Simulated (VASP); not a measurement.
# CsH in VASP: further runs

Runs on CsH. Level: HSE06. Tasks: single point.

All numbers are computed with VASP 6.6.1; they aren't measurements. Logs are shortened: lines on timing, memory, paths and dates and some standing lists are left out, and cuts for length are marked.

## (1) The cell of the first run

Symmetry: I-4m2, No. 119, tetragonal system. The conventional cell has a = 4.918 Å, b = 4.918 Å, c = 7.070 Å, α = 90.00°, β = 90.00°, γ = 90.00°. Cs (site symmetry -4m2) has 4 H at 3.03 Å within 4.0 Å. H (site symmetry -4m2) has 4 Cs at 3.03 Å within 4.0 Å.

## (2) Single point, HSE06 (epitaxial xy strain -0.5%)

Contents of POSCAR:

```
CsH
1.0
    0.0000000000      3.4776987439      3.5352038094
    3.4776987439      0.0000000000      3.5352038094
    3.4776987439      3.4776987439      0.0000000000
Cs H
1 1
Direct
    0.0000000000      0.0000000000      0.0000000000
    0.2500000000      0.2500000000      0.2500000000
```

Contents of INCAR.step1:

```
SYSTEM = CsH
PREC     = Accurate       ! precision mode
ENCUT    = 520            ! plane-wave cutoff, eV
EDIFF    = 1E-5           ! SCF threshold, eV
ISMEAR   = 0              ! smearing method
SIGMA    = 0.01           ! smearing width, eV
LREAL    = .False.        ! projectors in reciprocal space
LASPH    = .True.         ! aspherical terms in the spheres
NELM     = 80             ! most SCF steps
ALGO     = Normal         ! electronic algorithm
ISIF     = 2              ! what is computed and relaxed
LWAVE    = .True.         ! write WAVECAR
LCHARG   = .False.        ! write CHGCAR
GGA      = PE             ! functional
NBANDS   = 12             ! bands
```

Contents of INCAR.step2:

```
SYSTEM = CsH
PREC     = Accurate       ! precision mode
ENCUT    = 520            ! plane-wave cutoff, eV
EDIFF    = 1E-7           ! SCF threshold, eV
ISMEAR   = 0              ! smearing method
SIGMA    = 0.01           ! smearing width, eV
LREAL    = .False.        ! projectors in reciprocal space
LASPH    = .True.         ! aspherical terms in the spheres
NELM     = 80             ! most SCF steps
ALGO     = Normal         ! electronic algorithm
ISIF     = 2              ! what is computed and relaxed
LWAVE    = .False.        ! write WAVECAR
LCHARG   = .False.        ! write CHGCAR
GGA      = PE             ! functional
LHFCALC  = .True.         ! exact exchange
HFSCREEN = 0.2079         ! screening, 1/A
PRECFOCK = Normal       
ISTART   = 1            
NBANDS   = 12             ! bands
```

Contents of KPOINTS:

```
Automatic mesh
0
Gamma
  4 4 4
  0 0 0
```

Potentials or basis: VASP PAW PBE potentials, release 64 (Cs_sv, H).

On the command line:

```
> cat potpaw_PBE.64/Cs_sv/POTCAR potpaw_PBE.64/H/POTCAR > POTCAR
> cp INCAR.step1 INCAR
> mpirun -np 1 vasp_std > vasp.out
> cp INCAR.step2 INCAR
> mpirun -np 1 vasp_std > vasp.out
```

OUTCAR:

```text
SYSTEM = CsH
   PREC = Accurate
   ENCUT = 520
   EDIFF = 1E-7
   ISMEAR = 0
   LREAL = .False.
   LASPH = .True.
   NELM = 80
   ISIF = 2
   GGA = PE
   LHFCALC = .True.
   HFSCREEN = 0.2079
   PRECFOCK = Normal
   ISTART = 1

 ion  position               nearest neighbor table
   1  0.000  0.000  0.000-
   2  0.250  0.250  0.250-

  LATTYP: Found a body centered tetragonal cell.
 ALAT       =     4.9182087295
 C/A-ratio  =     1.4375981191

  Lattice vectors:

 A1 = (  -3.4776987439,   0.0000000000,   3.5352038094)
 A2 = (   3.4776987439,   0.0000000000,   3.5352038094)
 A3 = (   0.0000000000,   3.4776987439,  -3.5352038094)

Analysis of symmetry for initial positions (statically):
=====================================================================
 Subroutine PRICEL returns:
 Original cell was already a primitive cell.

 Routine SETGRP: Setting up the symmetry group for a
 body centered tetragonal supercell.

 Subroutine GETGRP returns: Found  8 space group operations
 (whereof  8 operations were pure point group operations)
 out of a pool of 16 trial point group operations.

The static configuration has the point symmetry D_2d.

Analysis of symmetry for dynamics (positions and initial velocities):
=====================================================================
 Subroutine PRICEL returns:
 Original cell was already a primitive cell.

 Routine SETGRP: Setting up the symmetry group for a
 body centered tetragonal supercell.

 Subroutine GETGRP returns: Found  8 space group operations
 (whereof  8 operations were pure point group operations)
 out of a pool of 16 trial point group operations.

The dynamic configuration has the point symmetry D_2d.

 Subroutine INISYM returns: Found  8 space group operations
 (whereof  8 operations are pure point group operations),
 and found     1 'primitive' translations

----------------------------------------------------------------------------------------

                                     Primitive cell

  volume of cell :      85.5123

  direct lattice vectors                    reciprocal lattice vectors
     0.000000000  3.477698744  3.535203809    -0.143773235  0.143773235  0.141434561
     3.477698744  0.000000000  3.535203809     0.143773235 -0.143773235  0.141434561
     3.477698744  3.477698744  0.000000000     0.143773235  0.143773235 -0.141434561

  length of vectors
     4.959037661  4.959037661  4.918208729     0.247679675  0.247679675  0.247679675

  position of ions in fractional coordinates (direct lattice)
     0.000000000  0.000000000  0.000000000
     0.250000000  0.250000000  0.250000000

  ion indices of the primitive-cell ions
   primitive index   ion index
                 1           1
                 2           2

----------------------------------------------------------------------------------------

 KPOINTS: Automatic mesh

Automatic generation of k-mesh.
 Grid dimensions read from file:
 generate k-points for:    4    4    4

 Generating k-lattice:

  Cartesian coordinates                     Fractional coordinates (reciprocal lattice)
    -0.035943309  0.035943309  0.035358640     0.250000000  0.000000000  0.000000000
     0.035943309 -0.035943309  0.035358640     0.000000000  0.250000000  0.000000000
     0.035943309  0.035943309 -0.035358640     0.000000000  0.000000000  0.250000000

  Length of vectors
     0.061919919  0.061919919  0.061919919

  Shift w.r.t. Gamma in fractional coordinates (k-lattice)
     0.000000000  0.000000000  0.000000000

 Subroutine IBZKPT returns following result:
 ===========================================

 Found     13 irreducible k-points:

 Following reciprocal coordinates:
            Coordinates               Weight
  0.000000  0.000000  0.000000      1.000000
  0.250000  0.000000  0.000000      8.000000
  0.500000  0.000000  0.000000      4.000000
  0.250000  0.250000  0.000000      2.000000
  0.500000  0.250000  0.000000      8.000000
 -0.250000  0.250000  0.000000      4.000000
  0.500000  0.500000  0.000000      1.000000
  0.250000  0.000000  0.250000      4.000000
  0.500000  0.000000  0.250000     16.000000
 -0.250000  0.000000  0.250000      8.000000
 -0.250000  0.500000  0.250000      4.000000
  0.500000  0.000000  0.500000      2.000000
 -0.250000  0.250000  0.500000      2.000000
   k-points           NKPTS =     13   k-points in BZ     NKDIM =     64   number of bands    NBANDS=     12
   number of dos      NEDOS =    301   number of ions     NIONS =      2
   total plane-waves  NPLWV =  64000
   dimension x,y,z NGX =    40 NGY =   40 NGZ =   40
   dimension x,y,z NGXF=    80 NGYF=   80 NGZF=   80
   ions per type =               1   1
   NGX,Y,Z   is equivalent  to a cutoff of  13.41, 13.41, 13.52 a.u.
   NGXF,Y,Z  is equivalent  to a cutoff of  26.82, 26.82, 27.04 a.u.
 SYSTEM =  CsH
   PREC   = accura    normal or accurate (medium, high low for compatibility)
   ISTART =      1    job   : 0-new  1-cont  2-samecut
   ICHARG =      0    charge: 1-file 2-atom 10-const
   ISPIN  =      1    spin polarized calculation?
   LNONCOLLINEAR =      F non collinear calculations
   LSORBIT =      F    spin-orbit coupling
   LASPH  =      T    aspherical Exc in radial PAW
   ENCUT  =  520.0 eV  38.22 Ry    6.18 a.u.   9.22  9.22  9.14*2*pi/ulx,y,z
   NELM   =     80;   NELMIN=  2; NELMDL=  0     # of ELM steps
   EDIFF  = 0.1E-06   stopping-criterion for ELM
   LREAL  =      F    real-space projection
   EDIFFG = 0.1E-05   stopping-criterion for IOM
   NSW    =      0    number of steps for IOM
   IBRION =     -1    ionic relax: 0-MD 1-quasi-New 2-CG
   NFREE  =      0    steps in history (QN), initial steepest desc. (CG)
   ISIF   =      2    stress and relaxation
   ISYM   =      3    0-nonsym 1-usesym 2-fastsym
   POTIM  = 0.5000    time-step for ionic-motion
   TEBEG  =    0.0;   TEEND  =   0.0 temperature during run
   PSTRESS=    0.0 pullay stress
   NELECT =      10.0000    total number of electrons
   NUPDOWN=      -1.0000    fix difference up-down
   EMIN   =  10.00;   EMAX   =-10.00  energy-range for DOS
   EFERMI =   0.00;   METHOD = LEGACY
   ISMEAR =     0;   SIGMA  =   0.01  broadening in eV -4-tet -1-fermi 0-gaus
   EFERMI_NEDOS =   21; number of points for ismear=-14 and -15
   IALGO  =     38    algorithm
   IMIX   =      1    mixing-type and parameters
     AMIX     =   0.40;   BMIX     =  1.00
     AMIX_MAG =   1.60;   BMIX_MAG =  1.00
  volume/ion in A,a.u.               =      42.76       288.53
  Fermi-wavevector in a.u.,A,eV,Ry     =   0.800569  1.512856  8.720117  0.640911
  Thomas-Fermi vector in A             =   1.907890
   LORBIT       =      0    0 simple, 1 ext, 2 COOP (PROOUT), +10 PAW based schemes
   GGA     = PE    functional components
   LHFCALC =     T    Hartree Fock is set to
   PRECFOCK=normal    Normal, Fast or Accurate (Low or Medium for compatibility)
   ENCUT4O =  -1.0   cutoff for four orbital integrals eV
   NKREDX  =     1    reduce k-point grid by
   NKREDY  =     1    reduce k-point grid by
   NKREDZ  =     1    reduce k-point grid by
   AEXX    =    0.2500 exact exchange contribution
   HFSCREEN=    0.2079 screening length (either q_TF or 0.3 A-1)
   HFSCREENC=   0.2079 screening length for correlation (either q_TF or 0.3 A-1)
   ENCUTFOCK=  -1.0 apply spherical cutoff to Coloumb kernel
   IVDW    =     0    specifies the selected vdW correction
   LEPSILON=     F    determine dielectric tensor
   LRPA    =     F    only Hartree local field effects (RPA)
 non-spin polarized calculation
 Gauss-broadening in eV      SIGMA  =   0.01
  energy-cutoff  :      520.00
  volume of cell :       85.51
 maximum number of plane-waves:      2314
 NGX is ok and might be reduce to    40
  NGX = 28; NGY = 28; NGZ = 28

 number of electron      10.0000000 magnetization

 Free energy of the ion-electron system (eV)
  ---------------------------------------------------
  ext. energy  EPLUGINS =         0.00000000
  ---------------------------------------------------
  free energy    TOTEN  =        -5.08075600 eV

  energy without entropy =       -5.08075600  energy(sigma->0) =       -5.08075600

 E-fermi :  -1.6175     XC(G=0):  -5.1302

 val. band max:       -1.6630214682   @ k =  -0.2500   0.5000   0.2500
 cond. band min:       2.1032945264   @ k =   0.5000   0.5000   0.0000
 fundamental gap:      3.7663159946
 Fermi energy:        -1.6174876723

 k-point     1 :       0.0000    0.0000    0.0000
  band No.  band energies     occupation
      1     -24.2427      2.00000
      2      -9.9031      2.00000
      3      -9.9031      2.00000
      4      -9.8993      2.00000
      5      -2.7369      2.00000
      6       3.4706      0.00000
      7       4.4422      0.00000
      8       4.5091      0.00000
      9       4.5091      0.00000
     10       6.0950      0.00000
     11       6.2301      0.00000
     12       9.2382      0.00000

 k-point     2 :       0.2500    0.0000    0.0000
  band No.  band energies     occupation
      1     -24.2285      2.00000
      2     -10.1215      2.00000
      3      -9.9272      2.00000
      4      -9.9257      2.00000
      5      -2.2885      2.00000
      6       2.6177      0.00000
      7       4.6235      0.00000
      8       4.7049      0.00000
      9       5.8297      0.00000
     10       5.9950      0.00000
     11       6.0143      0.00000
     12       8.5466      0.00000

 k-point     3 :       0.5000    0.0000    0.0000
  band No.  band energies     occupation
      1     -24.2141      2.00000
      2     -10.3212      2.00000
      3      -9.9535      2.00000
      4      -9.9480      2.00000
      5      -1.9514      2.00000
      6       2.8623      0.00000
      7       4.3673      0.00000
      8       4.4627      0.00000
      9       5.6807      0.00000
     10       7.2272      0.00000
     11       7.2932      0.00000
     12       7.8240      0.00000
[... 121 lines left out ...]
 k-point    12 :       0.5000    0.0000    0.5000
  band No.  band energies     occupation
      1     -24.2041      2.00000
      2     -10.3185      2.00000
      3     -10.0437      2.00000
      4     -10.0271      2.00000
      5      -1.7013      2.00000
      6       2.1226      0.00000
      7       3.6492      0.00000
      8       6.9077      0.00000
      9       6.9823      0.00000
     10       7.3226      0.00000
     11       7.5597      0.00000
     12       7.6680      0.00000

 k-point    13 :      -0.2500    0.2500    0.5000
  band No.  band energies     occupation
      1     -24.2041      2.00000
      2     -10.2247      2.00000
      3     -10.1443      2.00000
      4     -10.0312      2.00000
      5      -1.6680      2.00000
      6       2.7763      0.00000
      7       3.5812      0.00000
      8       4.4943      0.00000
      9       7.2429      0.00000
     10       7.5093      0.00000
     11       7.6374      0.00000
     12       7.7922      0.00000

------------------------ aborting loop because EDIFF is reached ----------------------------------------

  FORCE on cell =-STRESS in cart. coord.  units (eV):
  Direction    XX          YY          ZZ          XY          YZ          ZX
  --------------------------------------------------------------------------------------
  -------------------------------------------------------------------------------------
  Total       -0.0115621     -0.0115621     -0.0238988      0.0000000     -0.0000000      0.0000000
  in kB       -0.2166306     -0.2166306     -0.4477732      0.0000000     -0.0000000      0.0000000
  external PRESSURE =      -0.2936781 kB  Pullay stress =       0.0000000 kB

 VOLUME and BASIS-vectors are now :
 -----------------------------------------------------------------------------
  energy-cutoff  :      520.00
  volume of cell :       85.51
      direct lattice vectors                 reciprocal lattice vectors
     0.000000000  3.477698744  3.535203809    -0.143773235  0.143773235  0.141434561
     3.477698744  0.000000000  3.535203809     0.143773235 -0.143773235  0.141434561
     3.477698744  3.477698744  0.000000000     0.143773235  0.143773235 -0.141434561

 POSITION                                       TOTAL-FORCE (eV/Angst)
 -----------------------------------------------------------------------------------
      0.00000      0.00000      0.00000        -0.000000     -0.000000      0.000000
      1.73885      1.73885      1.76760         0.000000      0.000000     -0.000000
 -----------------------------------------------------------------------------------
    total drift:                               -0.000000     -0.000000      0.000000

  FREE ENERGIE OF THE ION-ELECTRON SYSTEM (eV)
  ---------------------------------------------------
  free  energy   TOTEN  =        -5.0807560010 eV

  energy  without entropy=       -5.0807560010  energy(sigma->0) =       -5.08075600
```

Run time: 6.3 min. Hardware: 1 thread of Intel Xeon 6975P-C (Granite Rapids), shared host; peak memory 0.34 GiB.

What came out:

```yaml
Free_energy: -5.0808 eV
Pressure: 0.0 GPa
Band_gap_on_the_k_mesh: 3.77 eV (least direct gap 3.79 eV)
```

Levels at points of the mesh, in eV from the valence-band top:
```csv
k point,band 2,band 3,band 4,band 5,band 6,band 7,band 8,band 9
"(0.00, 0.00, 0.00)",-8.24,-8.24,-8.24,-1.07,5.13,6.11,6.17,6.17
"(0.50, 0.00, 0.00)",-8.66,-8.29,-8.29,-0.29,4.53,6.03,6.13,7.34
"(0.50, 0.50, 0.00)",-8.65,-8.36,-8.36,-0.02,3.77,5.26,8.68,8.68
"(0.50, 0.00, 0.50)",-8.66,-8.38,-8.36,-0.04,3.79,5.31,8.57,8.65
```

Caveat: the cell differs from its parent crystal (epitaxial xy strain -0.5%); the structure was generated, so it needn't be the stable form of CsH; the PAW data sets were made with another functional, which shifts forces and pressure a little; spin-orbit coupling is left out, which moves the levels of the heavy elements. A k mesh can miss the band edges.

## (3) Single point, HSE06 (shear xy strain -0.5%)

Contents of POSCAR:

```
CsH
1.0
   -0.0087379365      3.4951746170      3.4951746170
    3.4951746170     -0.0087379365      3.4951746170
    3.4864366805      3.4864366805      0.0000000000
Cs H
1 1
Direct
   -0.0004193539     -0.0004193539      0.0004193539
    0.2504193539      0.2504193539      0.2495806461
```

Contents of INCAR.step1:

```
  ALGO = Normal
  EDIFF = 1E-5
  ENCUT = 520
  GGA = PE
  ISIF = 2
  ISMEAR = 0
  LASPH = True
  LCHARG = False
  LREAL = False
  LWAVE = True
  NBANDS = 12
  NELM = 80
  PREC = Accurate
  SIGMA = 0.01
```

Contents of INCAR.step2:

```
  ALGO = Normal
  EDIFF = 1E-6
  ENCUT = 520
  GGA = PE
  HFSCREEN = 0.2079
  ISIF = 2
  ISMEAR = 0
  ISTART = 1
  LASPH = True
  LCHARG = False
  LHFCALC = True
  LREAL = False
  LWAVE = False
  NBANDS = 12
  NELM = 80
  PREC = Accurate
  PRECFOCK = Normal
  SIGMA = 0.01
```

Contents of KPOINTS:

```
k-points
0
Gamma
  4 4 4
```

Potentials or basis: VASP PAW PBE potentials, release 64 (Cs_sv, H).

On the command line:

```
> cat potpaw_PBE.64/Cs_sv/POTCAR potpaw_PBE.64/H/POTCAR > POTCAR
> cp INCAR.step1 INCAR
> mpirun -np 1 vasp_std > vasp.out
> cp INCAR.step2 INCAR
> mpirun -np 1 vasp_std > vasp.out
```

Run time: 5.8 min. Hardware: 1 thread of Intel Xeon 6975P-C (Granite Rapids), shared host; peak memory 0.34 GiB.

It converged, with:

```yaml
Free_energy: -5.0808 eV
Pressure: 0.0 GPa
Band_gap_on_the_k_mesh: 3.78 eV (least direct gap 3.81 eV)
```

Levels at points of the mesh, in eV from the valence-band top:
```
           k point  band 2  band 3  band 4  band 5  band 6  band 7  band 8  band 9
(0.00, 0.00, 0.00)   -8.24   -8.23   -8.23   -1.07    5.14    6.13    6.15    6.17
(0.50, 0.00, 0.00)   -8.65   -8.28   -8.28   -0.29    4.52    6.07    6.10    7.35
(0.50, 0.50, 0.00)   -8.65   -8.37   -8.36   -0.03    3.78    5.30    8.62    8.66
(0.00, 0.00, 0.50)   -8.66   -8.28   -8.28   -0.29    4.54    6.06    6.09    7.34
(0.50, 0.00, 0.50)   -8.65   -8.37   -8.37   -0.03    3.78    5.30    8.64    8.64
```

Caveat: the cell differs from its parent crystal (shear xy strain -0.5%); the structure was generated, so it needn't be the stable form of CsH; the PAW data sets were made with another functional, which shifts forces and pressure a little; spin-orbit coupling is left out, which moves the levels of the heavy elements. A k mesh can miss the band edges.
